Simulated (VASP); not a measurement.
Crystal: NaHgH3.

```
Na Hg H
1.0
     3.97678    0.01172    0.00144
     0.02343    7.74412   -0.00171
     0.00144   -0.00086    3.91202
Na Hg H
2 2 6
Cartesian
  0.2420 0.1147 0.0565
  0.0006 3.9726 0.0691
  2.1399 1.7793 2.1403
  1.9400 5.6789 2.0886
  0.3509 1.7888 1.9686
  1.9105 0.0822 1.8806
  2.0697 1.9169 -0.2494
  0.1620 5.9162 1.7727
  1.9964 3.7685 1.9825
  1.9947 5.8981 0.0135
```

- Program: VASP 6.6.1
- Task: relaxation of cell and atoms
- Functional: PBEsol
- Potentials or basis: VASP PAW PBE potentials, release 64 (Na_pv, Hg, H)
- Cutoff: 600 eV
- k mesh: 4 × 2 × 4
- Occupations: fermi-dirac, width 0.05 eV
- Spin: no spin polarisation

At the start: pressure 4.3 GPa; volume 12.05 Å³/atom.

Task: Where does the relaxation end?

Result: Over 25 steps the energy falls by 108.5 meV/atom and the volume is 12.08 Å³/atom (+0.3 %); space group Pm-3m (No. 221, to 0.05 Å).

The path:
| step | energy change (eV) | largest force (eV/Å) | pressure (GPa) | volume (Å³) |
| --- | --- | --- | --- | --- |
| 1 | 0.0000 | 4.0479 | 4.27 | 120.48 |
| 2 | -0.7696 | 0.7209 | -1.41 | 126.13 |
| 3 | -0.7756 | 0.6939 | -1.59 | 126.49 |
| 4 | -0.7813 | 0.6420 | -1.91 | 127.21 |
| 5 | -0.8820 | 0.4795 | -1.22 | 124.64 |
| 6 | -0.9726 | 0.4190 | 1.04 | 119.06 |
| 7 | -1.0135 | 0.3020 | 0.68 | 119.78 |
| 8 | -1.0349 | 0.2789 | 0.26 | 120.81 |
| 9 | -1.0566 | 0.1567 | -0.22 | 121.72 |
| 10 | -1.0623 | 0.0914 | -0.58 | 122.49 |
| 11 | -1.0694 | 0.0894 | 0.00 | 121.05 |
| 12 | -1.0699 | 0.0954 | 0.24 | 120.49 |
| 13 | -1.0742 | 0.0558 | 0.19 | 120.57 |
| 14 | -1.0767 | 0.0857 | 0.13 | 120.69 |
| 15 | -1.0795 | 0.0397 | -0.15 | 121.28 |
| 16 | -1.0799 | 0.0358 | -0.26 | 121.54 |
| 17 | -1.0818 | 0.0507 | 0.07 | 120.78 |
| 18 | -1.0818 | 0.0576 | 0.11 | 120.65 |
| 19 | -1.0835 | 0.0284 | 0.09 | 120.66 |
| 20 | -1.0840 | 0.0396 | 0.09 | 120.67 |
| 21 | -1.0847 | 0.0215 | -0.13 | 121.17 |
| 22 | -1.0847 | 0.0218 | -0.12 | 121.15 |
| 23 | -1.0851 | 0.0212 | 0.04 | 120.78 |
| 24 | -1.0851 | 0.0208 | 0.03 | 120.79 |
| 25 | -1.0854 | 0.0100 | 0.03 | 120.79 |

Final structure:
```
Na Hg H
1.0
     3.92381    0.00037   -0.00062
     0.00034    7.84665    0.01741
    -0.00078    0.00963    3.92316
Na Hg H
2 2 6
Direct
  0.01858 0.99873 0.99932
  0.01889 0.49838 0.99870
  0.52147 0.24899 0.49948
  0.51739 0.74863 0.50011
  0.02186 0.24939 0.50034
  0.52042 0.99906 0.50029
  0.52239 0.24904 0.99957
  0.01769 0.74835 0.49993
  0.51977 0.49866 0.49935
  0.51729 0.74847 0.00016
```

Caveat: the k points lie up to 0.40 Å⁻¹ apart in the final cell; the PAW data sets were made with another functional, which shifts forces and pressure a little.
